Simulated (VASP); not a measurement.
Write the native input for VASP 6.6.1 that does the following.

* Task: relaxation of cell and atoms
* Functional: PBE
* Dispersion: D3(BJ)
* Potentials or basis: VASP PAW PBE potentials, release 64 (Ti_sv, O)
* Cutoff: 600 eV
* k mesh: 8 × 8 × 8
* Occupations: gaussian, width 0.02 eV
* Spin: no spin polarisation
* Hubbard terms: Ti d U = 4.0 eV
* Dipole correction: no
* Further INCAR settings: ALGO = Normal; EDIFF = 1e-06; IBRION = 2; EDIFFG = -0.02; NSW = 90; ISIF = 3

The structure of TiO2 lies in POSCAR:

```
TiO2
1.0
   -1.8921000000      1.8921000000      4.7573000000
    1.8921000000     -1.8921000000      4.7573000000
    1.8921000000      1.8921000000     -4.7573000000
Ti O
2 4
Direct
    0.0000000000      0.0000000000      0.0000000000
    0.7500000000      0.2500000000      0.5000000000
    0.2081000000      0.2081000000      0.0000000000
    0.9581000000      0.4581000000      0.5000000000
    0.5419000000      0.0419000000      0.5000000000
    0.7919000000      0.7919000000      0.0000000000
```

One way to write it, as run:

INCAR

```
SYSTEM = TiO2
PREC     = Accurate       ! precision mode
ENCUT    = 600            ! plane-wave cutoff, eV
EDIFF    = 1E-6           ! SCF threshold, eV
ISMEAR   = 0              ! smearing method
SIGMA    = 0.02           ! smearing width, eV
LREAL    = .False.        ! projectors in reciprocal space
LASPH    = .True.         ! aspherical terms in the spheres
NELM     = 150            ! most SCF steps
ALGO     = Normal         ! electronic algorithm
ISIF     = 3              ! what is computed and relaxed
LWAVE    = .False.        ! write WAVECAR
LCHARG   = .False.        ! write CHGCAR
LMAXMIX  = 4              ! l up to which the mixer works
LDAU     = .True.         ! DFT+U
LDAUTYPE = 2            
LDAUL    = 2 -1           ! shell
LDAUU    = 4 0            ! U, eV
LDAUJ    = 0 0          
LDAUPRINT= 1            
GGA      = PE             ! functional
IVDW     = 12             ! dispersion correction
IBRION   = 2              ! ionic algorithm
NSW      = 90             ! ionic steps
EDIFFG   = -0.02          ! ionic threshold
```

KPOINTS

```
Automatic mesh
0
Gamma
  8 8 8
  0 0 0
```

Potentials or basis: VASP PAW PBE potentials, release 64 (Ti_sv, O).

Command:

```sh
$ cat potpaw_PBE.64/Ti_sv/POTCAR potpaw_PBE.64/O/POTCAR > POTCAR
$ mpirun -np 1 vasp_std > vasp.out
```

Results of the run:

```
Relaxed volume                        : 11.83 Å³/atom
Relaxed cell                          : a = 5.524 Å, b = 5.524 Å, c = 5.524 Å, α = 139.30°, β = 139.30°, γ = 58.92°
Space group after relaxing (to 0.1 Å) : I4_1/amd (No. 141)
Energy gained by relaxing             : 14.4 meV/atom
Ionic steps                           : 7
Pressure after relaxing               : 0.2 GPa
Largest force after relaxing          : 0.007 eV/Å
Band gap on the k mesh                : 2.59 eV (least direct gap 2.92 eV)
Dispersion energy per atom            : -0.216 eV
```

Run time: 11 min on 1 thread of Intel(R) Xeon(R) 6975P-C (Granite Rapids) (shared host), peak memory 0.41 GiB.
